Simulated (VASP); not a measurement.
The system is Fe.

```
CELL_PARAMETERS angstrom
-1.51955 1.41578 1.44876
1.51955 -1.41578 1.44876
1.51955 1.41578 -1.44876
ATOMIC_POSITIONS crystal
Fe 0.00000 0.00000 0.00000
```

This cell differs from its parent crystal: normal strain along x +0.0733, normal strain along z +0.0233.

Base run:

- Program: VASP 6.6.1
- Functional: PBE
- Potentials or basis: VASP PAW PBE potentials, release 64 (Fe)
- Cutoff: 520 eV
- k mesh: 10 × 10 × 10
- Occupations: gaussian, width 0.15 eV
- Spin: collinear spin, ferromagnetic start
- Starting moments: [2.44] μB

Its results: pressure -13.2 GPa; net moment 2.37 μB per cell; site moments Fe +2.38 μB.

Question: The run is repeated on the same cell with these changes: potentials or basis from VASP PAW PBE potentials, release 64 (Fe) to VASP PAW PBE potentials, release 64 (Fe_sv); cutoff from 520 eV to 600 eV; further incar settings from ALGO = Normal; EDIFF = 1e-06; NBANDS = 14 to ALGO = Normal; EDIFF = 1e-06; NBANDS = 18; valence electrons from 8 to 16. What comes out?

Answer: Pressure -17.0 GPa; net moment 2.33 μB per cell; site moments Fe +2.35 μB.
